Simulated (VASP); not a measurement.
# H10CO6 in VASP: further runs

H10CO6 is run at these levels: PBE+D3(BJ); tasks: single point.

All numbers are computed with VASP 6.6.1; they aren't measurements. Logs are shortened: lines on timing, memory, paths and dates and some standing lists are left out, and cuts for length are marked.

## (1) The cell of the first run

The cell holds a disordered packing, 17 atoms: a = 5.481 Å, b = 5.481 Å, c = 5.481 Å, α = 90.00°, β = 90.00°, γ = 90.00°.

## (2) Single point, PBE+D3(BJ)

Input file INCAR:

```
SYSTEM = H10CO6
PREC     = Accurate       ! precision mode
ENCUT    = 520            ! plane-wave cutoff, eV
EDIFF    = 1E-7           ! SCF threshold, eV
ISMEAR   = -1             ! smearing method
SIGMA    = 0.02           ! smearing width, eV
LREAL    = Auto         
LASPH    = .TRUE.         ! aspherical terms in the spheres
NELM     = 100            ! most SCF steps
ALGO     = Normal         ! electronic algorithm
ISIF     = 2              ! what is computed and relaxed
LWAVE    = .FALSE.        ! write WAVECAR
LCHARG   = .FALSE.        ! write CHGCAR
GGA      = PE             ! functional
IVDW     = 12             ! dispersion correction
NBANDS   = 39             ! bands
```

Input file KPOINTS:

```
Automatic mesh
0
G
  1 1 1
  0 0 0
```

Input file POSCAR:

```
H10CO6
1.0
    5.4814800000      0.0000000000      0.0000000000
    0.0000000000      5.4814800000      0.0000000000
    0.0000000000      0.0000000000      5.4814800000
O H C
6 10 1
Direct
    0.0061844611      1.1432861198      0.1868291045
    0.8571225290      0.4766960748      0.6673015317
    0.2513919598      0.7693177755      0.2064770828
    0.5899501594      0.9028948386      0.8666090180
    0.4285156564      0.3559257719      0.0710756949
    0.5397082540      0.1500872027      0.4114399761
   -0.1054824609      1.1313185490      0.0455533907
    0.0558243394      0.9583725563      0.2153615447
    1.0364354153      0.4366156585      0.6482008509
    0.7515306085      0.3228872494      0.6752555879
    0.3915548356      0.8095441377      0.1134365171
    0.2222027628      0.6044352985      0.1559250421
    0.7486116888      0.7800083189      0.8008238651
    0.5588819078      0.9525894466      0.6982055941
    0.2473966885      0.2776439940      0.0632310982
    0.7460576341      0.4606602596      0.2694162890
    0.5684778563      0.3238723848      0.2605865569
```

Potentials or basis: VASP PAW PBE potentials, release 64 (O, H, C).

Launch:

```console
cat potpaw_PBE.64/O/POTCAR potpaw_PBE.64/H/POTCAR potpaw_PBE.64/C/POTCAR > POTCAR
mpirun -np 1 vasp_gam > vasp.out
```

OUTCAR:

```text
SYSTEM = H10CO6
   PREC = Accurate
   ENCUT = 520
   EDIFF = 1E-7
   ISMEAR = -1
   LREAL = Auto
   LASPH = .TRUE.
   NELM = 100
   ISIF = 2
   GGA = PE
   IVDW = 12
 IVDW          = 12

 ion  position               nearest neighbor table
   1  0.006  0.143  0.187-   7 0.99   8 1.06
   2  0.857  0.477  0.667-   9 1.01  10 1.02
   3  0.251  0.769  0.206-  11 0.95  12 0.96
   4  0.590  0.903  0.867-  14 0.98  13 1.16
   5  0.429  0.356  0.071-  15 1.08  17 1.30
   6  0.540  0.150  0.411-  17 1.27
   7  0.895  0.131  0.046-   1 0.99
   8  0.056  0.958  0.215-   1 1.06
   9  0.036  0.437  0.648-   2 1.01
  10  0.752  0.323  0.675-   2 1.02
  11  0.392  0.810  0.113-   3 0.95
  12  0.222  0.604  0.156-   3 0.96
  13  0.749  0.780  0.801-   4 1.16
  14  0.559  0.953  0.698-   4 0.98
  15  0.247  0.278  0.063-   5 1.08
  16  0.746  0.461  0.269-  17 1.23
  17  0.568  0.324  0.261-  16 1.23   6 1.27   5 1.30

  LATTYP: Found a simple cubic cell.
 ALAT       =     5.4814800000

  Lattice vectors:

 A1 = (   5.4814800000,   0.0000000000,   0.0000000000)
 A2 = (   0.0000000000,   5.4814800000,   0.0000000000)
 A3 = (   0.0000000000,   0.0000000000,   5.4814800000)

Analysis of symmetry for initial positions (statically):
=====================================================================
 Subroutine PRICEL returns:
 Original cell was already a primitive cell.

 Routine SETGRP: Setting up the symmetry group for a
 simple cubic supercell.

 Subroutine GETGRP returns: Found  1 space group operations
 (whereof  1 operations were pure point group operations)
 out of a pool of 48 trial point group operations.

The static configuration has the point symmetry C_1 .

Analysis of symmetry for dynamics (positions and initial velocities):
=====================================================================
 Subroutine PRICEL returns:
 Original cell was already a primitive cell.

 Routine SETGRP: Setting up the symmetry group for a
 simple cubic supercell.

 Subroutine GETGRP returns: Found  1 space group operations
 (whereof  1 operations were pure point group operations)
 out of a pool of 48 trial point group operations.

The dynamic configuration has the point symmetry C_1 .

 Subroutine INISYM returns: Found  1 space group operations
 (whereof  1 operations are pure point group operations),
 and found     1 'primitive' translations

----------------------------------------------------------------------------------------

                                     Primitive cell

  volume of cell :     164.7000

  direct lattice vectors                    reciprocal lattice vectors
     5.481480000  0.000000000  0.000000000     0.182432482  0.000000000  0.000000000
     0.000000000  5.481480000  0.000000000     0.000000000  0.182432482  0.000000000
     0.000000000  0.000000000  5.481480000     0.000000000  0.000000000  0.182432482

  length of vectors
     5.481480000  5.481480000  5.481480000     0.182432482  0.182432482  0.182432482

  position of ions in fractional coordinates (direct lattice)
     0.006184461  0.143286120  0.186829104
     0.857122529  0.476696075  0.667301532
     0.251391960  0.769317775  0.206477083
     0.589950159  0.902894839  0.866609018
     0.428515656  0.355925772  0.071075695
     0.539708254  0.150087203  0.411439976
[... 9 lines left out ...]
     0.746057634  0.460660260  0.269416289
     0.568477856  0.323872385  0.260586557

  ion indices of the primitive-cell ions
   primitive index   ion index
                 1           1
                 2           2
                 3           3
                 4           4
                 5           5
                 6           6
[... 9 lines left out ...]
                16          16
                17          17

----------------------------------------------------------------------------------------

 KPOINTS: Automatic mesh

Automatic generation of k-mesh.
 Grid dimensions read from file:
 generate k-points for:    1    1    1

 Generating k-lattice:

[... 42 lines left out ...]
   TEBEG  =    0.0;   TEEND  =   0.0 temperature during run
   PSTRESS=    0.0 pullay stress
   NELECT =      50.0000    total number of electrons
   NUPDOWN=      -1.0000    fix difference up-down
   EMIN   =  10.00;   EMAX   =-10.00  energy-range for DOS
   EFERMI =   0.00;   METHOD = LEGACY
   ISMEAR =    -1;   SIGMA  =   0.02  broadening in eV -4-tet -1-fermi 0-gaus
   EFERMI_NEDOS =   21; number of points for ismear=-14 and -15
   IALGO  =     38    algorithm
   IMIX   =      4    mixing-type and parameters
     AMIX     =   0.40;   BMIX     =  1.00
     AMIX_MAG =   1.60;   BMIX_MAG =  1.00
  volume/ion in A,a.u.               =       9.69        65.38
  Fermi-wavevector in a.u.,A,eV,Ry     =   1.100273  2.079214 16.471213  1.210600
  Thomas-Fermi vector in A             =   2.236681
   LORBIT       =      0    0 simple, 1 ext, 2 COOP (PROOUT), +10 PAW based schemes
   GGA     = PE    functional components
   LHFCALC =     F    Hartree Fock is set to
   AEXX    =    0.0000 exact exchange contribution
   IVDW    =    12    specifies the selected vdW correction
   LEPSILON=     F    determine dielectric tensor
   LRPA    =     F    only Hartree local field effects (RPA)
 non-spin polarized calculation
  energy-cutoff  :      520.00
  volume of cell :      164.70
 maximum number of plane-waves:      2193
 NGX is ok and might be reduce to    42
   NGX = 21   NGY = 21   NGZ = 21

 number of electron      49.9999999 magnetization

 Free energy of the ion-electron system (eV)
  ---------------------------------------------------
  ext. energy  EPLUGINS =         0.00000000
  ---------------------------------------------------
  free energy    TOTEN  =       -86.65141426 eV

  energy without entropy =      -86.65141426  energy(sigma->0) =      -86.65141426

 E-fermi :  -2.1826     XC(G=0):  -7.3504

 val. band max:       -2.7038230811   @ k =   0.0000   0.0000   0.0000
 cond. band min:       1.8585338576   @ k =   0.0000   0.0000   0.0000
 fundamental gap:      4.5623569387
 Fermi energy:        -2.1826158131

 k-point     1 :       0.0000    0.0000    0.0000
  band No.  band energies     occupation
      1     -23.8232      2.00000
      2     -21.9173      2.00000
      3     -21.3833      2.00000
      4     -21.1087      2.00000
      5     -20.7850      2.00000
      6     -20.5882      2.00000
[... 29 lines left out ...]
     36       8.3642      0.00000
     37       9.0741      0.00000
 [bands above 37 left out]

------------------------ aborting loop because EDIFF is reached ----------------------------------------

 Edisp (eV)   -0.71747

 E8    (eV) :    -0.1556

  FORCE on cell =-STRESS in cart. coord.  units (eV):
  Direction    XX          YY          ZZ          XY          YZ          ZX
  --------------------------------------------------------------------------------------
  -------------------------------------------------------------------------------------
  Total      -6.10471    -2.86476    -1.67347    -3.01773     0.70573     0.67026
  in kB     -59.38575   -27.86801   -16.27925   -29.35602     6.86526     6.52016
  external pressure =      -34.51 kB  Pullay stress =        0.00 kB

 VOLUME and BASIS-vectors are now :
 -----------------------------------------------------------------------------
  energy-cutoff  :      520.00
  volume of cell :      164.70
      direct lattice vectors                 reciprocal lattice vectors
     5.481480000  0.000000000  0.000000000     0.182432482  0.000000000  0.000000000
     0.000000000  5.481480000  0.000000000     0.000000000  0.182432482  0.000000000
     0.000000000  0.000000000  5.481480000     0.000000000  0.000000000  0.182432482

 POSITION                                       TOTAL-FORCE (eV/Angst)
 -----------------------------------------------------------------------------------
      0.03390      0.78542      1.02410         0.098077     -0.527372     -1.206866
      4.69830      2.61300      3.65780         0.800790     -0.755409      0.416642
      1.37800      4.21700      1.13180        -1.557687     -0.545089      1.688934
      3.23380      4.94920      4.75030         4.136218     -2.484686     -1.728210
      2.34890      1.95100      0.38960        -1.144469      0.627057     -1.390746
      2.95840      0.82270      2.25530         0.366131      2.490887     -0.939999
[... 9 lines left out ...]
      4.08950      2.52510      1.47680        -2.290213     -1.499321     -0.076918
      3.11610      1.77530      1.42840         1.088612     -1.510068      1.746238
 -----------------------------------------------------------------------------------
    total drift:                                0.004815     -0.003469     -0.003170

  FREE ENERGIE OF THE ION-ELECTRON SYSTEM (eV)
  ---------------------------------------------------
  free  energy   TOTEN  =       -87.3688826582 eV

  energy  without entropy=      -87.3688826582  energy(sigma->0) =      -87.36888266
```

It took 29 s on 1 thread of Intel Xeon 8259CL, shared host; peak memory 0.24 GiB.

What came out:

```
Free energy                : -87.3689 eV
Pressure                   : -3.5 GPa
Largest force              : 5.125 eV/Å
Dispersion energy per atom : -0.042 eV
```

Forces in eV/Å, atoms in the order of the input:
```
O    0.098 -0.527 -1.207
O    0.801 -0.755  0.417
O   -1.558 -0.545  1.689
O    4.136 -2.485 -1.728
O   -1.144  0.627 -1.391
O    0.366  2.491 -0.940
H    0.128 -0.103  0.538
H    0.440  1.410 -0.359
H   -1.886 -0.088  0.072
H    1.282  1.239 -0.369
H    1.493  0.929 -1.215
H   -0.249 -0.459 -0.015
H   -3.062  1.518  1.735
H   -0.805  0.580 -0.181
H    1.163 -0.821  1.285
H   -2.290 -1.499 -0.077
C    1.089 -1.510  1.746
```

Caveat: the k points lie up to 1.15 Å⁻¹ apart.

## (3) Single point, PBE+D3(BJ)

Input file INCAR:

```
SYSTEM = H10CO6
ALGO = Normal
EDIFF = 1E-6
ENCUT = 520
GGA = PE
ISIF = 2
ISMEAR = -1
IVDW = 12
LASPH = .TRUE.
LCHARG = .TRUE.
LELF = .TRUE.
LREAL = Auto
LVHAR = .TRUE.
LWAVE = .FALSE.
NBANDS = 39
NELM = 100
PREC = Accurate
SIGMA = 0.02
```

Input file KPOINTS:

```
k-points
0
G
  1 1 1
  0 0 0
```

Input file POSCAR:

```
H10CO6
1.0
    5.4814800000      0.0000000000      0.0000000000
    0.0000000000      5.4814800000      0.0000000000
    0.0000000000      0.0000000000      5.4814800000
O H C
6 10 1
Direct
    0.0036121631      1.1706327488      0.1530608522
    0.8997205134      0.4536913388      0.7168319505
    0.1837642389      0.7644468282      0.1713953166
    0.6470332830      0.9312995760      0.8340630633
    0.4194305188      0.3416777950      0.0491108241
    0.5381758211      0.2816757518      0.4483278239
   -0.0834628604      1.2347030364      0.0257959529
   -0.0615527193      0.9956617556      0.1786561294
    0.9080759211      0.4004575407      0.5540839335
    0.7583718266      0.5773258317      0.6812941031
    0.3187642753      0.8079387319      0.0744142093
    0.0763479936      0.6657873421      0.0628662332
    0.8282434671      0.8833015901      0.8447718499
    0.6128271927      1.0436779848      0.7170326262
    0.2768230478      0.2310324949      0.0266168991
    0.5858271854      0.5858636719      0.2500237162
    0.5088771646      0.4032852441      0.2622466925
```

Potentials or basis: VASP PAW PBE potentials, release 64 (O, H, C).

Launch:

```console
cat potpaw_PBE.64/O/POTCAR potpaw_PBE.64/H/POTCAR potpaw_PBE.64/C/POTCAR > POTCAR
mpirun -np 1 vasp_gam > vasp.out
```

Wall time 35 s (1 thread of Intel Xeon 8259CL, shared host); peak memory 0.24 GiB.

The run converged. Its results:

- Free energy: -87.0143 eV
- Pressure: 3.0 GPa
- Largest force: 6.159 eV/Å
- Dispersion energy per atom: -0.042 eV

Forces on the atoms (eV/Å):
```
O    0.573 -2.511  2.778
O   -1.837  2.980  1.188
O   -2.360 -1.645  0.763
O    2.406 -4.406  3.569
O    0.350  1.026 -0.811
O   -0.541 -0.147 -0.561
H   -2.277  1.515 -2.869
H    1.230  2.247 -0.121
H    0.767 -1.307 -1.836
H    1.469 -1.580  1.221
H    1.461  0.560 -1.245
H    0.996  0.050  0.403
H   -2.256  1.116 -0.743
H   -0.297  2.986 -3.171
H   -0.139 -0.458  1.265
H    0.386  0.902 -0.020
C    0.068 -1.330  0.189
```

Stress tensor (GPa, compression positive):
```
 0.39 -0.57 -0.28
-0.57  4.00 -1.35
-0.28 -1.35  4.65
```

Levels at points of the mesh, in eV from the Fermi level:
| k point | band 23 | band 24 | band 25 | band 26 | band 27 | band 28 |
| --- | --- | --- | --- | --- | --- | --- |
| (0.00, 0.00, 0.00) | -1.32 | -0.88 | -0.58 | 3.93 | 4.56 | 6.81 |

Caveat: the k points lie up to 1.15 Å⁻¹ apart.

## (4) Single point, PBE+D3(BJ)

Input file INCAR:

```
SYSTEM = H10CO6
PREC = Accurate
ENCUT = 520
EDIFF = 1E-6
ISMEAR = -1
SIGMA = 0.02
LREAL = Auto
LASPH = .True.
NELM = 80
ALGO = Normal
ISIF = 2
LWAVE = .False.
LCHARG = .True.
GGA = PE
IVDW = 12
LELF = .True.
LVHAR = .True.
NBANDS = 39
```

Input file KPOINTS:

```
regular mesh
0
Gamma
  1 1 1
  0 0 0
```

Input file POSCAR:

```
H10CO6
1.0
    5.4814800000      0.0000000000      0.0000000000
    0.0000000000      5.4814800000      0.0000000000
    0.0000000000      0.0000000000      5.4814800000
O H C
6 10 1
Direct
   -0.0589621781      1.0853273204      0.0569006911
    0.9072367317      0.5569116370      0.6802542379
    0.1334311171      0.7626589899      0.3361318476
    0.6065880018      0.9297124134      0.7945299445
    0.3316440086      0.3494676620      0.1004655677
    0.5444150120      0.1796047783      0.4158913286
   -0.2192655998      1.0354137934     -0.0546932580
   -0.0307216299      0.9061238935      0.2031568117
    0.9657975583      0.6563008531      0.8044725147
    0.7286535753      0.5273028452      0.6965272153
    0.2396615513      0.7194407350      0.1893284295
    0.0599838000      0.6172603020      0.3902230784
    0.6787947781      0.8096171107      0.6678305859
    0.5448528500      1.0726847494      0.6959799178
    0.1174135452      0.1442493633      0.0372344695
    0.6258346286      0.5012332436      0.2700000730
    0.5132555441      0.3335777929      0.2619730438
```

Launch:

```console
cat potpaw_PBE.64/O/POTCAR potpaw_PBE.64/H/POTCAR potpaw_PBE.64/C/POTCAR > POTCAR
mpirun -np 1 vasp_gam > vasp.out
```

It took 42 s on 1 thread of Intel Xeon 8259CL, shared host; peak memory 0.24 GiB.

It converged, with:

* Free energy: -87.3782 eV
* Pressure: -1.1 GPa
* Largest force: 4.626 eV/Å
* Dispersion energy per atom: -0.042 eV

Forces on the atoms (eV/Å):
```
O   -0.450 -2.577  2.040
O   -1.975 -2.011 -2.156
O    1.173  2.253 -2.953
O   -0.015 -0.538 -0.761
O    2.035 -0.135  0.807
O    0.572 -1.785  1.579
H    1.262 -0.080 -0.539
H    0.723  1.908 -0.870
H    0.616  1.312  2.015
H    1.224 -0.390  0.478
H   -0.618 -0.170  1.408
H   -0.913 -1.994  0.922
H   -0.636  2.004  1.266
H    0.195 -0.897 -0.095
H   -0.443  0.691 -0.190
H    0.563  0.600 -0.279
C   -3.314  1.808 -2.673
```

Stress tensor (GPa, compression positive):
```
-4.33  1.26 -1.00
 1.26  1.38 -2.27
-1.00 -2.27 -0.39
```

Levels at points of the mesh, in eV from the Fermi level:
```tsv
k point	band 22	band 23	band 24	band 25	band 26	band 27	band 28	band 29
(0.00, 0.00, 0.00)	-2.06	-1.14	-0.76	-0.55	3.70	4.70	6.64	7.22
```

Caveat: the k points lie up to 1.15 Å⁻¹ apart; the atoms stand as in a frame of molecular dynamics.

## (5) Single point, PBE+D3(BJ)

Input file INCAR:

```
SYSTEM = H10CO6
  ALGO = Normal
  EDIFF = 1E-6
  ENCUT = 520
  GGA = PE
  ISIF = 2
  ISMEAR = -1
  IVDW = 12
  LASPH = .TRUE.
  LCHARG = .FALSE.
  LREAL = Auto
  LWAVE = .FALSE.
  NBANDS = 39
  NELM = 100
  PREC = Accurate
  SIGMA = 0.02
```

Input file KPOINTS:

```
k-points
0
G
  1 1 1
  0 0 0
```

Input file POSCAR:

```
H10CO6
1.0
    5.4814800000      0.0000000000      0.0000000000
    0.0000000000      5.4814800000      0.0000000000
    0.0000000000      0.0000000000      5.4814800000
O H C
6 10 1
Direct
   -0.0420506870      1.1516415275      0.0968351613
    0.9893495917      0.6529623386      0.7125265439
    0.1264986828      0.8123535979      0.3300933325
    0.5689521808      1.0491874457      0.8443340120
    0.3660690179      0.4089406511      0.0401351460
    0.5631508279      0.3193480593      0.3819771303
   -0.1725446412      1.1410422003     -0.0509351489
    0.0166743288      0.9808299948      0.2412304706
    1.0715901545      0.5469143370      0.8067164342
    0.8252698176      0.7214839788      0.7789866970
    0.1824324817      0.6777549129      0.2212541139
    0.0223297358      0.7033866766      0.4598575567
    0.4949028365      1.1302604406      0.7082211374
    0.4752366149      1.0597137999      1.0020286492
    0.1194203025      0.2657129097      0.0493662296
    0.6299028729      0.6116778680      0.1989608646
    0.5258616286      0.4456825529      0.2117493816
```

Launch:

```console
cat potpaw_PBE.64/O/POTCAR potpaw_PBE.64/H/POTCAR potpaw_PBE.64/C/POTCAR > POTCAR
mpirun -np 1 vasp_gam > vasp.out
```

It took 37 s on 1 thread of Intel Xeon 8259CL, shared host; peak memory 0.24 GiB.

Results (log left out):

```yaml
Free_energy: -87.6018 eV
Pressure: 0.6 GPa
Largest_force: 6.746 eV/Å
Dispersion_energy_per_atom: -0.042 eV
```

Forces in eV/Å, atoms in the order of the input:
```
O    0.832  1.414 -1.762
O   -5.072  3.931 -2.080
O   -0.943 -1.343  0.224
O    1.251 -1.810  1.398
O   -1.115  1.207 -0.306
O    0.909 -2.988  4.063
H    0.948 -0.437  1.719
H    0.416 -0.254 -1.223
H    2.177 -2.930  2.984
H    2.124 -1.167 -0.431
H    0.068  0.839 -0.451
H    1.183  1.388  0.061
H   -0.621  0.645 -0.510
H    0.245  0.366 -1.604
H   -1.266 -1.525  1.049
H    0.787  1.614 -0.501
C   -1.923  1.051 -2.627
```

Stress tensor (GPa, compression positive):
```
-3.80 -2.40  1.57
-2.40  2.33 -3.90
 1.57 -3.90  3.20
```

Levels at points of the mesh, in eV from the Fermi level:
```
           k point  band 22  band 23  band 24  band 25  band 26  band 27  band 28  band 29
(0.00, 0.00, 0.00)    -1.88    -1.24    -0.88    -0.55     4.07     4.99     7.01     7.51
```

Caveat: the k points lie up to 1.15 Å⁻¹ apart; the atoms stand as in a frame of molecular dynamics.

## (6) Overview

| cell | pressure (GPa) | largest force (eV/Å) |
| --- | --- | --- |
| as given, atomic positions A | -3.5 | 5.13 |
| as given, atomic positions B | 3.0 | 6.16 |
| as given, atomic positions C | -1.1 | 4.63 |
| as given, atomic positions D | 0.6 | 6.75 |

Alike in all rows: task single point; level PBE+D3(BJ); potentials or basis VASP PAW PBE potentials, release 64 (O, H, C); no spin polarisation; k mesh 1 × 1 × 1; cutoff (eV) 520; smearing fermi-dirac 0.02 eV.

Caveats: all runs use coarse meshes; the atoms stand as in a frame of molecular dynamics (at least some runs).

Absolute energies hang on the potentials; compare differences alone.
